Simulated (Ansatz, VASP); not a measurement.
## BaZrO3: VASP beside Ansatz

File INCAR:

```
SYSTEM = BaZrO3
ALGO     = Normal         ! electronic algorithm
EDIFF    = 1E-6           ! SCF threshold, eV
ENCUT    = 910            ! plane-wave cutoff, eV
GGA      = PE             ! functional
GGA_COMPAT= .False.      
ISIF     = 2              ! what is computed and relaxed
ISMEAR   = -1             ! smearing method
LASPH    = .True.         ! aspherical terms in the spheres
LCHARG   = .True.         ! write CHGCAR
LELF     = .True.         ! ELF
LREAL    = .False.        ! projectors in reciprocal space
LVHAR    = .True.       
LWAVE    = .False.        ! write WAVECAR
NBANDS   = 28             ! bands
NELM     = 120            ! most SCF steps
PREC     = Accurate       ! precision mode
SIGMA    = 0.02           ! smearing width, eV
```

The input KPOINTS:

```
k-points
0
Gamma
  6 6 6
  0 0 0
```

The input POSCAR:

```
BaZrO3
1.0
    4.2053549142      0.0000000000      0.0000000000
    0.0000000000      4.2053549142      0.0000000000
    0.0000000000      0.0000000000      4.2053549142
Ba Zr O
1 1 3
Direct
    0.0000000000      0.0000000000      0.0000000000
    0.5000000000      0.5000000000      0.5000000000
    0.5000000000      0.5000000000      0.0000000000
    0.5000000000      0.0000000000      0.5000000000
    0.0000000000      0.5000000000      0.5000000000
```

Input for Ansatz:

```yaml
crystal:
  lattice:
    - [4.2053549142, 0.0, 0.0]
    - [0.0, 4.2053549142, 0.0]
    - [0.0, 0.0, 4.2053549142]
  atoms:
    - { symbol: Ba, position: [0.0, 0.0, 0.0] }
    - { symbol: Zr, position: [0.5, 0.5, 0.5] }
    - { symbol: O, position: [0.5, 0.5, 0.0] }
    - { symbol: O, position: [0.5, 0.0, 0.5] }
    - { symbol: O, position: [0.0, 0.5, 0.5] }
kpoints:
  mp_grid: { grid: [6, 6, 6] }
  band_path:
    path:
      - [[0.0, 0.0, 0.0], [-6.291087901378e-51, 0.5, 1.526569483974e-35], [0.5, 0.5, -9.159416903846e-35], [0.0, 0.0, 0.0], [0.5, 0.5, 0.5], [-6.291087901378e-51, 0.5, 1.526569483974e-35]]
      - [[0.5, 0.5, 0.5], [0.5, 0.5, -9.159416903846e-35]]
    npoints: 10
hamiltonian:
  xc: pbe
scf:
  occupations: { method: fermi_dirac, width: 0.02 }
  n_extra_bands: 5
output:
  forces: true
  stress: true
  eigenvalues: true
```

Alike in both runs: task single point; functional PBE; k mesh 6 × 6 × 6; occupations fermi-dirac, width 0.02 eV; no spin polarisation.

```csv
,VASP,Ansatz
version,VASP 6.6.1,Ansatz 0.2.0
potentials or method,"VASP PAW PBE potentials, release 64 (Ba_sv, Zr_sv, O_h)","plane waves, PAW"
plane-wave cutoff (eV),910,420
valence electrons in the cell,40,40
```

Ansatz gave:

```
gap on the k mesh at the Fermi level (eV) : 3.22
```

Problem. What did VASP give for the same quantities?

Solution. gap on the k mesh at the Fermi level (eV): 3.17.

Spin-orbit coupling is off throughout. Noted on VASP's run: the cutoff is short for stress, so the pressure is rough.
